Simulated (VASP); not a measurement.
Runs of VASP 6.6.1 on Ge. The structure is that of space group P6/mmm (No. 191), or close to it. The cells are those of the table. 

| task | cell | cutoff (eV) | gap on the mesh (eV) | pressure (GPa) |
| --- | --- | --- | --- | --- |
| single point | a = 2.792, b = 2.792, c = 2.599 Å, angles 90.0, 90.0, 120.0°, 1 atom | 520 | none | (a) |
| single point | a = 2.793, b = 2.793, c = 2.600 Å, angles 90.0, 90.0, 120.0°, 1 atom | 520 | none | 7.9 |
| relaxation of cell and atoms | relaxed to 8.2 GPa from a = 2.802, b = 2.802, c = 2.634 Å, angles 90.0, 90.0, 120.0°, 1 atom | 600 | none | 8.2 |
| relaxation of cell and atoms | relaxed to 8.2 GPa from a = 2.792, b = 2.792, c = 2.599 Å, angles 90.0, 90.0, 120.0°, 1 atom | 600 | none | 8.2 |

Alike in all rows: level PBE; potentials or basis VASP PAW PBE potentials, release 64 (Ge_d); no spin polarisation; k mesh 16 × 16 × 15; smearing fermi-dirac 0.05 eV.

Task: Fill in the values left out.

Result: (a) 8.0.

Caveats: the cell is relaxed towards a set pressure, so the enthalpy falls and the energy may rise (some runs).

A k mesh can miss the band edges, and the runs leave out spin-orbit coupling on Ge.

A gap of «none» marks levels without a gap at the run's occupations.
